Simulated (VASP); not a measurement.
# Re (P6_3/mmc) in VASP: further runs, part 3 of 3

VASP 6.6.1. The steps go on from the part before.

### Step 5. Electric field gradients, r2SCAN

This run uses another cell than the first one, of 14.81 Å³/atom, 1.053 times its volume.

The input, POSCAR:

```
Re
1.0
    2.7653363785      0.0000000000      0.0000000000
   -1.3826681893      2.3948515538      0.0000000000
    0.0000000000      0.0000000000      4.4735766300
Re
2
Direct
    0.3333333333      0.6666666667      0.2500000000
    0.6666666667      0.3333333333      0.7500000000
```

The input, INCAR.step1:

```
SYSTEM = Re
PREC = Accurate
ENCUT = 520
ISMEAR = -1
SIGMA = 0.08
LREAL = .FALSE.
LASPH = .TRUE.
NELM = 60
NBANDS = 14
GGA = PE
ALGO = Normal
EDIFF = 1E-4
LWAVE = .TRUE.
LCHARG = .FALSE.
```

The input, INCAR.step2:

```
SYSTEM = Re
PREC = Accurate
ENCUT = 520
EDIFF = 1E-8
ISMEAR = -1
SIGMA = 0.08
LREAL = .FALSE.
LASPH = .TRUE.
NELM = 60
ALGO = Normal
ISIF = 2
LWAVE = .FALSE.
LCHARG = .FALSE.
METAGGA = R2SCAN
LMIXTAU = .TRUE.
LEFG = .TRUE.
NBANDS = 14
ISTART = 1
```

The input, KPOINTS:

```
regular mesh
0
G
  14 14 8
  0 0 0
```

Potentials or basis: VASP PAW PBE potentials, release 64 (Re).

Run with:

```sh
$ cat potpaw_PBE.64/Re/POTCAR > POTCAR
$ cp INCAR.step1 INCAR
$ mpirun -np 1 vasp_std > vasp.out
$ cp INCAR.step2 INCAR
$ mpirun -np 1 vasp_std > vasp.out
```

OUTCAR:

```text
SYSTEM = Re
   PREC = Accurate
   ENCUT = 520
   EDIFF = 1E-8
   ISMEAR = -1
   LREAL = .FALSE.
   LASPH = .TRUE.
   NELM = 60
   ISIF = 2
   METAGGA = R2SCAN
   ISTART = 1

 ion  position               nearest neighbor table
   1  0.333  0.667  0.250-   2 2.75   2 2.75   2 2.75   2 2.75   2 2.75   2 2.75
   2  0.667  0.333  0.750-   1 2.75   1 2.75   1 2.75   1 2.75   1 2.75   1 2.75

  LATTYP: Found a hexagonal cell.
 ALAT       =     2.7653363785
 C/A-ratio  =     1.6177332583

  Lattice vectors:

 A1 = (   2.7653363785,   0.0000000000,   0.0000000000)
 A2 = (  -1.3826681893,   2.3948515538,   0.0000000000)
 A3 = (   0.0000000000,   0.0000000000,   4.4735766300)

Analysis of symmetry for initial positions (statically):
=====================================================================
 Subroutine PRICEL returns:
 Original cell was already a primitive cell.

 Routine SETGRP: Setting up the symmetry group for a
 hexagonal supercell.

 Subroutine GETGRP returns: Found 24 space group operations
 (whereof 12 operations were pure point group operations)
 out of a pool of 24 trial point group operations.

The static configuration has the point symmetry D_3d.
 The point group associated with its full space group is D_6h.

Analysis of symmetry for dynamics (positions and initial velocities):
=====================================================================
 Subroutine PRICEL returns:
 Original cell was already a primitive cell.

 Routine SETGRP: Setting up the symmetry group for a
 hexagonal supercell.

 Subroutine GETGRP returns: Found 24 space group operations
 (whereof 12 operations were pure point group operations)
 out of a pool of 24 trial point group operations.

The dynamic configuration has the point symmetry D_3d.
[... 170 lines left out ...]
     14      22.4273      0.00000
[... 377 lines left out ...]
      1       2.2334      2.00000
      2       3.1865      2.00000
      3       3.3342      2.00000
      4       4.1518      2.00000
      5       5.2783      2.00000
      6       5.5520      2.00000
      7       7.4802      1.58292
      8      10.4961      0.00000
      9      11.0135      0.00000
     10      11.2275      0.00000
     11      14.5935      0.00000
     12      14.6875      0.00000
     13      16.3685      0.00000
     14      22.2788      0.00000

 [... further k-points ...]
[... 5 lines left out ...]
  --------------------------------------------------------------------------------------
  -------------------------------------------------------------------------------------
  Total       -0.5489091     -0.5489091     -0.4972049      0.0000000      0.0000000     -0.0000000
  in kB      -29.6844881    -29.6844881    -26.8883742      0.0000000      0.0000000     -0.0000000
  external PRESSURE =     -28.7524501 kB  Pullay stress =       0.0000000 kB

 VOLUME and BASIS-vectors are now :
 -----------------------------------------------------------------------------
  energy-cutoff  :      520.00
  volume of cell :       29.63
      direct lattice vectors                 reciprocal lattice vectors
     2.765336378  0.000000000  0.000000000     0.361619660  0.208781208  0.000000000
    -1.382668189  2.394851554  0.000000000     0.000000000  0.417562416  0.000000000
     0.000000000  0.000000000  4.473576630     0.000000000  0.000000000  0.223534787

 POSITION                                       TOTAL-FORCE (eV/Angst)
 -----------------------------------------------------------------------------------
     -0.00000      1.59657      1.11839        -0.000000      0.000000      0.000000
      1.38267      0.79828      3.35518         0.000000     -0.000000      0.000000
 -----------------------------------------------------------------------------------
    total drift:                                0.000000     -0.000000     -0.000000

  FREE ENERGIE OF THE ION-ELECTRON SYSTEM (eV)
  ---------------------------------------------------
  free  energy   TOTEN  =      -104.9183981948 eV

  energy  without entropy=     -104.8874032653  energy(sigma->0) =     -104.90290073

 Electric field gradients (V/A^2)
---------------------------------------------------------------------
 ion       V_xx      V_yy      V_zz      V_xy      V_xz      V_yz
---------------------------------------------------------------------
   1      35.656    35.656   -71.312    -0.000     0.000    -0.000
   2      35.656    35.656   -71.312    -0.000    -0.000     0.000
---------------------------------------------------------------------

 Electric field gradients after diagonalization (V/A^2)
 (convention: |V_zz| > |V_xx| > |V_yy|)
----------------------------------------------------------------------
 ion       V_xx      V_yy      V_zz     asymmetry (V_yy - V_xx)/ V_zz
----------------------------------------------------------------------
   1      35.656    35.656   -71.312       0.000
   2      35.656    35.656   -71.312       0.000
----------------------------------------------------------------------

           NMR quadrupolar parameters

 Cq : quadrupolar parameter    Cq=e*Q*V_zz/h
 eta: asymmetry parameters     (V_yy - V_xx)/ V_zz
 Q  : nuclear electric quadrupole moment in mb (millibarn)
----------------------------------------------------------------------
 ion       Cq(MHz)       eta       Q (mb)
----------------------------------------------------------------------
   1      -0.172       0.000       1.000
   2      -0.172       0.000       1.000
----------------------------------------------------------------------
```

OUTCAR.step1:

```text
SYSTEM = Re
   PREC = Accurate
   ENCUT = 520
   ISMEAR = -1
   LREAL = .FALSE.
   LASPH = .TRUE.
[... 632 lines left out ...]
     -0.00000      1.59657      1.11839         0.000000     -0.000000      0.000000
      1.38267      0.79828      3.35518        -0.000000      0.000000      0.000000
 -----------------------------------------------------------------------------------
    total drift:                                0.000000     -0.000000     -0.000000

  FREE ENERGIE OF THE ION-ELECTRON SYSTEM (eV)
  ---------------------------------------------------
  free  energy   TOTEN  =       -24.8683152519 eV

  energy  without entropy=      -24.8351953370  energy(sigma->0) =      -24.85175529
```

Run time: 1.8 min. Hardware: 1 thread of Intel Xeon 6975P-C (Granite Rapids), shared host; peak memory 0.19 GiB.

Results:

```yaml
Free_energy: -104.9184 eV
Pressure: -2.9 GPa
Band_gap_on_the_k_mesh: zero (band 7 reaches 9.23 eV, above the bottom of band 8 at 5.87 eV)
```

Stress tensor (GPa, compression positive):
```
-2.97  0.00  0.00
 0.00 -2.97  0.00
 0.00  0.00 -2.69
```

Electric field gradients, principal values (V/Å²):
```csv
atom,least,middle,greatest (by size)
1 Re,35.656,35.656,-71.312
2 Re,35.656,35.656,-71.312
```

Caveat: without QUAD_EFG the Cq values of the log hold for a quadrupole moment of 1 mb, not for the nuclei; the PAW data sets were made with another functional, which shifts forces and pressure a little; spin-orbit coupling is left out, which moves the levels of the heavy elements.

### Step 6. The runs side by side

```csv
cell,gap on the mesh (eV),pressure (GPa)
"a = 2.718, b = 2.718, c = 4.398 Å, angles 90.0, 90.0, 120.0°, 2 atoms",none,19.2
"a = 2.742, b = 2.742, c = 4.436 Å, angles 90.0, 90.0, 120.0°, 2 atoms",none,7.4
"a = 2.765, b = 2.765, c = 4.474 Å, angles 90.0, 90.0, 120.0°, 2 atoms",none,-2.9
```

Alike in all rows: task electric field gradients; level r2SCAN; potentials or basis VASP PAW PBE potentials, release 64 (Re); no spin polarisation; k mesh 14 × 14 × 8; cutoff (eV) 520; smearing fermi-dirac 0.08 eV.

Caveats: the PAW data sets were made with another functional, which shifts forces and pressure a little; spin-orbit coupling is left out, which moves the levels of the heavy elements.

Absolute energies hang on the potentials; compare differences alone.
